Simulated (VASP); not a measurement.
Here is a VASP 6.6.1 calculation.

POSCAR

```
MgO
1.0
    2.6223259631      0.0000000000      0.0000000000
    0.0000000000      2.6223259631      0.0000000000
    0.0000000000      0.0000000000      2.6223259631
Mg O
1 1
Direct
    0.0000000000      0.0000000000      0.0000000000
    0.5000000000      0.5000000000      0.5000000000
```

The input INCAR.step1:

```
SYSTEM = MgO
  ALGO = Normal
  EDIFF = 1E-4
  ENCUT = 600
  GGA = PE
  ISMEAR = 0
  LASPH = .TRUE.
  LCHARG = .FALSE.
  LREAL = .FALSE.
  LWAVE = .TRUE.
  NELM = 100
  PREC = Accurate
  SIGMA = 0.02
```

The input INCAR.step2:

```
SYSTEM = MgO
  ALGO = Normal
  EDIFF = 1E-6
  EDIFFG = -0.01
  ENCUT = 600
  IBRION = 2
  ISIF = 3
  ISMEAR = 0
  ISTART = 1
  LASPH = .TRUE.
  LCHARG = .FALSE.
  LMIXTAU = .TRUE.
  LREAL = .FALSE.
  LWAVE = .FALSE.
  METAGGA = R2SCAN
  NELM = 100
  NSW = 100
  PREC = Accurate
  SIGMA = 0.02
```

KPOINTS

```
k-points
0
G
  8 8 8
  0 0 0
```

Potentials or basis: VASP PAW PBE potentials, release 64 (Mg, O).

The run is started by

```sh
$ cat potpaw_PBE.64/Mg/POTCAR potpaw_PBE.64/O/POTCAR > POTCAR
$ cp INCAR.step1 INCAR
$ mpirun -np 1 vasp_std > vasp.out
$ cp INCAR.step2 INCAR
$ mpirun -np 1 vasp_std > vasp.out
```

Estimate the space group after relaxing (to 0.1 Å).

Pm-3m (No. 221).

Estimate the relaxed cell.

a = 2.616 Å, b = 2.616 Å, c = 2.616 Å, α = 90.00°, β = 90.00°, γ = 90.00°.

What does it give for the relaxed volume?

8.95 Å³/atom.

What does it give for the band gap on the k mesh?

3.54 eV (least direct gap 4.61 eV).

Step by step:
```
step  energy change (eV)  largest force (eV/Å)  pressure (GPa)  volume (Å³)
   1              0.0000                0.0000           -1.17        18.03
   2             -0.0005                0.0000            0.28        17.86
   3             -0.0005                0.0000            0.05        17.89
```

Caveat: the PAW data sets were made with another functional, which shifts forces and pressure a little. A k mesh can miss the band edges.
